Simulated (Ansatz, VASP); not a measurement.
# One calculation of Ag, two programs

File INCAR:

```
SYSTEM = Ag
PREC     = Accurate       ! precision mode
ENCUT    = 520            ! plane-wave cutoff, eV
EDIFF    = 1E-7           ! SCF threshold, eV
ISMEAR   = -1             ! smearing method
SIGMA    = 0.08           ! smearing width, eV
LREAL    = .False.        ! projectors in reciprocal space
LASPH    = .True.         ! aspherical terms in the spheres
NELM     = 60             ! most SCF steps
ALGO     = Normal         ! electronic algorithm
ISIF     = 2              ! what is computed and relaxed
LWAVE    = .False.        ! write WAVECAR
LCHARG   = .False.        ! write CHGCAR
GGA      = PS             ! functional
NBANDS   = 12             ! bands
```

The input KPOINTS:

```
regular mesh
0
Gamma
  18 18 18
  0 0 0
```

POSCAR

```
Ag
1.0
   -1.4181667849      1.4181667849      1.4181667849
    1.4181667849     -1.4181667849      1.4181667849
    1.4181667849      1.4181667849     -1.4181667849
Ag
1
Direct
    0.0000000000      0.0000000000      0.0000000000
```

Input for Ansatz:

```yaml
crystal:
  lattice:
    - [-1.4181667849, 1.4181667849, 1.4181667849]
    - [1.4181667849, -1.4181667849, 1.4181667849]
    - [1.4181667849, 1.4181667849, -1.4181667849]
  atoms:
    - { symbol: Ag, position: [0.0, 0.0, 0.0] }
kpoints:
  mp_grid: { grid: [18, 18, 18] }
scf:
  occupations: { method: fermi_dirac, width: 0.08 }
hamiltonian:
  xc: pbesol
  pseudopotentials: { kind: all_electron, lapw: { basis_error: 0.001 } }
output:
  forces: true
  stress: true
  eigenvalues: true
  populations: true
```

Change from the starting cell: volume scaled by 0.68, LAPW.

Alike in both runs: task single point; functional PBEsol; k mesh 18 × 18 × 18; occupations fermi-dirac, width 0.08 eV; no spin polarisation.

|  | VASP | Ansatz |
| --- | --- | --- |
| version | VASP 6.6.1 | Ansatz 0.2.0 |
| potentials or method | VASP PAW PBE potentials, release 64 (Ag), cutoff 520 eV | all-electron LAPW, scalar-relativistic |

Ansatz gave:

- pressure (GPa): 130.7

Problem. Estimate VASP's values.

Solution. Pressure (GPa): 129.6.

VASP's potentials were made for PBE, not for PBEsol. Both programs put the cell under a high pressure, so it lies far from rest at this level. Ansatz ran all-electron here, and VASP with PAW potentials.

Noted on VASP's run: the cell as given lies far from equilibrium.
